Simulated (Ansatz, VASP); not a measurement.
**Two plane-wave programs on Ir**

```
CELL_PARAMETERS angstrom
2.69700 0.00000 0.00000
-1.34850 2.33567 0.00000
0.00000 0.00000 8.81118
ATOMIC_POSITIONS crystal
Ir 0.00000 0.00000 0.00000
Ir 0.00000 0.00000 0.50000
Ir 0.33333 0.66667 0.25000
Ir 0.66667 0.33333 0.75000
```

Alike in both runs: functional LDA; k mesh 13 × 13 × 4; occupations fermi-dirac, width 0.1 eV; no spin polarisation.

Ansatz relaxed the structure, and its values are those at the end. VASP's run is a single point on that final structure, the one shown.

```csv
,VASP,Ansatz
version,VASP 6.6.1,Ansatz 0.2.0
potentials or method,"VASP PAW LDA potentials, release 64 (Ir), cutoff 500 eV","plane waves (420 eV) with PAW, scalar-relativistic"
valence electrons in the cell,36,68
```

VASP gave:

- pressure (GPa): 2.6

Task: Estimate Ansatz's values.

Result: Pressure (GPa): 0.0.

Ansatz warns that its potentials were made for another functional, while VASP's fit it. LDA's correlation is that of Perdew and Zunger in VASP and of Perdew and Wang (1992) in Ansatz. VASP's potentials hold 36 valence electrons a cell and Ansatz's 68, so a difference there can come from the potentials and not from the codes.

Neither program's run includes spin-orbit coupling.
